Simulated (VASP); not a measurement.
# Ru (P3_121) in VASP: further runs, part 2 of 2

VASP 6.6.1.

## 3. Single point, r2SCAN

This run uses another cell than the first one, of 15.61 Å³/atom, 1.130 times its volume.

POSCAR

```
Ru
1.0
    3.4251813145      0.0000000000      0.0000000000
   -1.7125906573      2.9662940310      0.0000000000
    0.0000000000      0.0000000000      4.6106282621
Ru
3
Direct
    0.3037456848      0.0000000000      0.3333333333
    0.0000000000      0.3037456848      0.6666666667
    0.6962543152      0.6962543152      0.0000000000
```

INCAR.step1

```
SYSTEM = Ru
PREC = Accurate ; ENCUT = 520
ISMEAR = 0 ; SIGMA = 0.1
LREAL = .FALSE. ; LASPH = .TRUE.
NELM = 100 ; NBANDS = 28
GGA = PE ; ALGO = Normal
EDIFF = 1E-4 ; LWAVE = .TRUE.
LCHARG = .FALSE.
```

INCAR.step2

```
SYSTEM = Ru
PREC = Accurate ; ENCUT = 520
EDIFF = 1E-6 ; ISMEAR = 0
SIGMA = 0.1 ; LREAL = .FALSE.
LASPH = .TRUE. ; NELM = 100
ALGO = Normal ; ISIF = 2
LWAVE = .FALSE. ; LCHARG = .TRUE.
METAGGA = R2SCAN ; LMIXTAU = .TRUE.
LELF = .TRUE. ; LVHAR = .TRUE.
NBANDS = 28 ; ISTART = 1
```

KPOINTS

```
Automatic mesh
0
G
  6 6 4
  0 0 0
```

Potentials or basis: VASP PAW PBE potentials, release 64 (Ru_pv).

Run with:

```console
$ cat potpaw_PBE.64/Ru_pv/POTCAR > POTCAR
$ cp INCAR.step1 INCAR
$ mpirun -np 1 vasp_std > vasp.out
$ cp INCAR.step2 INCAR
$ mpirun -np 1 vasp_std > vasp.out
```

Wall time 2.1 min (1 thread of Intel Xeon Platinum 8259CL at 2.50GHz (Skylake/Cascade Lake), shared host); peak memory 0.18 GiB.

The run converged. Its results:

| Quantity | Value |
| --- | --- |
| Free energy | -72.7421 eV |
| Pressure | 1.1 GPa |
| Largest force | 0.090 eV/Å |
| Band gap on the k mesh | zero (band 21 reaches 11.25 eV, above the bottom of band 22 at 10.38 eV) |

Forces on the atoms (eV/Å):
```
Ru   0.090  0.000  0.000
Ru  -0.045  0.078  0.000
Ru  -0.045 -0.078  0.000
```

Stress tensor (GPa, compression positive):
```
1.07 0.00 0.00
0.00 1.07 0.00
0.00 0.00 1.21
```

Levels at points of the mesh, in eV from the Fermi level:
| k point | band 19 | band 20 | band 21 | band 22 | band 23 | band 24 |
| --- | --- | --- | --- | --- | --- | --- |
| (0.00, 0.00, 0.00) | -0.21 | 0.23 | 0.23 | 0.99 | 1.58 | 1.58 |
| (0.50, 0.00, 0.00) | -1.01 | -0.50 | -0.38 | -0.26 | 0.14 | 1.29 |
| (0.00, 0.00, 0.50) | -0.58 | -0.37 | -0.37 | 0.26 | 0.26 | 0.33 |
| (0.50, 0.00, 0.50) | -1.20 | -0.91 | -0.82 | -0.07 | 0.23 | 0.40 |

Caveat: the PAW data sets were made with another functional, which shifts forces and pressure a little.

## 4. Single point, r2SCAN

POSCAR

```
Ru
1.0
    3.4816952868      0.0000000000      0.0000000000
   -1.7408476434      3.0152365666      0.0000000000
    0.0000000000      0.0000000000      3.9500998522
Ru
3
Direct
    0.2254000000      0.0000000000      0.3333333333
    0.0000000000      0.2254000000      0.6666666667
    0.7746000000      0.7746000000      0.0000000000
```

INCAR.step1

```
PREC = Accurate
ENCUT = 660
ISMEAR = 0
SIGMA = 0.1
LREAL = False
LASPH = True
NELM = 120
NBANDS = 31
GGA = PE
ALGO = Normal
EDIFF = 1E-5
LWAVE = True
LCHARG = False
GGA_COMPAT = False
```

INCAR.step2

```
PREC = Accurate
ENCUT = 660
EDIFF = 1E-6
ISMEAR = 0
SIGMA = 0.1
LREAL = False
LASPH = True
NELM = 120
ALGO = Normal
ISIF = 2
LWAVE = False
LCHARG = True
METAGGA = R2SCAN
LMIXTAU = True
LELF = True
LVHAR = True
NBANDS = 31
ISTART = 1
GGA_COMPAT = False
```

KPOINTS

```
Automatic mesh
0
Gamma
  6 6 4
```

Potentials or basis: VASP PAW PBE potentials, release 64 (Ru_sv).

Run with:

```console
$ cat potpaw_PBE.64/Ru_sv/POTCAR > POTCAR
$ cp INCAR.step1 INCAR
$ mpirun -np 1 vasp_std > vasp.out
$ cp INCAR.step2 INCAR
$ mpirun -np 1 vasp_std > vasp.out
```

OUTCAR:

```text
PREC = Accurate
   ENCUT = 660
   EDIFF = 1E-6
   ISMEAR = 0
   LREAL = False
   LASPH = True
   NELM = 120
   ISIF = 2
   METAGGA = R2SCAN
   ISTART = 1

 ion  position               nearest neighbor table
   1  0.225  0.000  0.333-   3 1.89   2 1.89   3 2.74   3 2.74   2 2.74   2 2.74
   2  0.000  0.225  0.667-   3 1.89   1 1.89   3 2.74   3 2.74   1 2.74   1 2.74
   3  0.775  0.775  0.000-   2 1.89   1 1.89   1 2.74   2 2.74   2 2.74   1 2.74

  LATTYP: Found a hexagonal cell.
 ALAT       =     3.4816952868
 C/A-ratio  =     1.1345334749

  Lattice vectors:

 A1 = (   3.4816952868,   0.0000000000,   0.0000000000)
 A2 = (  -1.7408476434,   3.0152365666,   0.0000000000)
 A3 = (   0.0000000000,   0.0000000000,   3.9500998522)

Analysis of symmetry for initial positions (statically):
=====================================================================
 Subroutine PRICEL returns:
 Original cell was already a primitive cell.

 Routine SETGRP: Setting up the symmetry group for a
 hexagonal supercell.

[... 165 lines left out ...]
  ---------------------------------------------------
  free energy    TOTEN  =       -65.00311985 eV

  energy without entropy =      -64.98540609  energy(sigma->0) =      -64.99426297

 E-fermi :  15.3713     XC(G=0): -14.8474

 val. band max:       15.3588642746   @ k =   0.1667   0.1667   0.0000
 cond. band min:      15.3990427165   @ k =   0.5000   0.0000   0.5000
 fundamental gap:      0.0401784419
 Fermi energy:        15.3713359190

 k-point     1 :       0.0000    0.0000    0.0000
  band No.  band energies     occupation
      1     -61.8539      2.00000
      2     -60.0351      2.00000
      3     -60.0351      2.00000
      4     -32.9225      2.00000
      5     -32.9225      2.00000
      6     -31.7695      2.00000
[... 805 lines left out ...]
     30      19.9225      0.00000
     31      22.8630      0.00000

------------------------ aborting loop because EDIFF is reached ----------------------------------------

  FORCE on cell =-STRESS in cart. coord.  units (eV):
  Direction    XX          YY          ZZ          XY          YZ          ZX
  --------------------------------------------------------------------------------------
  -------------------------------------------------------------------------------------
  Total       27.8408370     27.8408370     50.6670325      0.0000000     -0.0000000      0.0000000
  in kB     1075.6541202   1075.6541202   1957.5633553      0.0000000     -0.0000000      0.0000000
  external PRESSURE =    1369.6238652 kB  Pullay stress =       0.0000000 kB

 VOLUME and BASIS-vectors are now :
 -----------------------------------------------------------------------------
  energy-cutoff  :      660.00
  volume of cell :       41.47
      direct lattice vectors                 reciprocal lattice vectors
     3.481695287  0.000000000  0.000000000     0.287216404  0.165824468  0.000000000
    -1.740847643  3.015236567  0.000000000     0.000000000  0.331648936  0.000000000
     0.000000000  0.000000000  3.950099852     0.000000000  0.000000000  0.253158157

 POSITION                                       TOTAL-FORCE (eV/Angst)
 -----------------------------------------------------------------------------------
      0.78477      0.00000      1.31670        20.390024     -0.000000     -0.000000
     -0.39239      0.67963      2.63340       -10.195012     17.658279      0.000000
      1.34846      2.33560      0.00000       -10.195012    -17.658279      0.000000
 -----------------------------------------------------------------------------------
    total drift:                                0.000000     -0.000000      0.000000

  FREE ENERGIE OF THE ION-ELECTRON SYSTEM (eV)
  ---------------------------------------------------
  free  energy   TOTEN  =       -65.0031198480 eV

  energy  without entropy=      -64.9854060890  energy(sigma->0) =      -64.99426297
```

OUTCAR.step1:

```text
PREC = Accurate
   ENCUT = 660
   ISMEAR = 0
   LREAL = False
   LASPH = True
[... 1041 lines left out ...]
      0.78477      0.00000      1.31670        20.667918      0.000000      0.000000
     -0.39239      0.67963      2.63340       -10.333959     17.898942     -0.000000
      1.34846      2.33560      0.00000       -10.333959    -17.898942     -0.000000
 -----------------------------------------------------------------------------------
    total drift:                                0.000000     -0.000000      0.000000

  FREE ENERGIE OF THE ION-ELECTRON SYSTEM (eV)
  ---------------------------------------------------
  free  energy   TOTEN  =       -16.0920592507 eV

  energy  without entropy=      -16.0741979815  energy(sigma->0) =      -16.08312862
```

OSZICAR.step1:

```text
N       E                     dE             d eps       ncg     rms          rms(c)
DAV:   1     0.858281809841E+03    0.85828E+03   -0.35566E+04  1488   0.215E+03
DAV:   2     0.157079348661E+02   -0.84257E+03   -0.81046E+03  1664   0.684E+02
DAV:   3    -0.161575608958E+02   -0.31865E+02   -0.30515E+02  1736   0.147E+02
DAV:   4    -0.166165367027E+02   -0.45898E+00   -0.45823E+00  1600   0.188E+01
DAV:   5    -0.166234686020E+02   -0.69319E-02   -0.69314E-02  1776   0.234E+00    0.604E+01
DAV:   6    -0.161736231967E+02    0.44985E+00   -0.69003E-01  1728   0.834E+00    0.309E+01
DAV:   7    -0.160961893005E+02    0.77434E-01   -0.33415E-01  1774   0.517E+00    0.290E+00
DAV:   8    -0.160923334496E+02    0.38559E-02   -0.44462E-02  1628   0.246E+00    0.542E-01
DAV:   9    -0.160920685988E+02    0.26485E-03   -0.27296E-03  1663   0.444E-01    0.120E-01
DAV:  10    -0.160920599134E+02    0.86854E-05   -0.22407E-04  1684   0.161E-01    0.411E-02
DAV:  11    -0.160920592507E+02    0.66267E-06   -0.76771E-06   919   0.402E-02
   1 F= -.16092059E+02 E0= -.16083129E+02  d E =-.178613E-01
```

Wall time 2.4 min (1 thread of Intel Xeon Platinum 8488C (Sapphire Rapids), shared host); peak memory 0.19 GiB.

Results:

| Property | Result |
| --- | --- |
| Free energy | -65.0031 eV |
| Pressure | 137.0 GPa |
| Largest force | 20.390 eV/Å |
| Band gap on the k mesh | zero (band 24 reaches 15.45 eV, above the bottom of band 25 at 15.24 eV) |

Forces in eV/Å, atoms in the order of the input:
```
Ru   20.390   0.000   0.000
Ru  -10.195  17.658   0.000
Ru  -10.195 -17.658   0.000
```

Stress tensor (GPa, compression positive):
```
107.57   0.00   0.00
  0.00 107.57   0.00
  0.00   0.00 195.76
```

Levels at points of the mesh, in eV from the Fermi level:
```tsv
k point	band 22	band 23	band 24	band 25	band 26	band 27
(0.00, 0.00, 0.00)	-1.56	-0.74	-0.74	2.66	2.66	3.19
(0.50, 0.00, 0.00)	-1.62	-1.14	-0.87	-0.03	1.12	1.23
(0.00, 0.00, 0.50)	-2.82	-1.33	-1.33	1.57	1.57	2.99
(0.50, 0.00, 0.50)	-1.96	-0.91	0.03	0.72	0.95	2.38
```

Caveat: the k points lie up to 0.40 Å⁻¹ apart; the PAW data sets were made with another functional, which shifts forces and pressure a little.

## 5. Summary

```tsv
potentials or basis	cell	cutoff (eV)	second run	gap on the mesh (eV)	pressure (GPa)	largest force (eV/Å)
VASP PAW PBE potentials, release 64 (Ru_pv)	a = 3.482, b = 3.482, c = 3.950 Å, angles 90.0, 90.0, 120.0°, 3 atoms	520	-	none	144.5	21.75
VASP PAW PBE potentials, release 64 (Ru_pv)	a = 3.425, b = 3.425, c = 4.611 Å, angles 90.0, 90.0, 120.0°, 3 atoms	520	-	none	1.1	0.09
VASP PAW PBE potentials, release 64 (Ru_sv)	a = 3.482, b = 3.482, c = 3.950 Å, angles 90.0, 90.0, 120.0°, 3 atoms	660	valence_matched	none	137.0	20.39
```

Alike in all rows: task single point; level r2SCAN; no spin polarisation; k mesh 6 × 6 × 4; smearing gaussian 0.1 eV.

Caveats: some runs use coarse meshes; the PAW data sets were made with another functional, which shifts forces and pressure a little.

Total energies depend on the potentials used, so only differences within one code and one set of settings carry meaning.
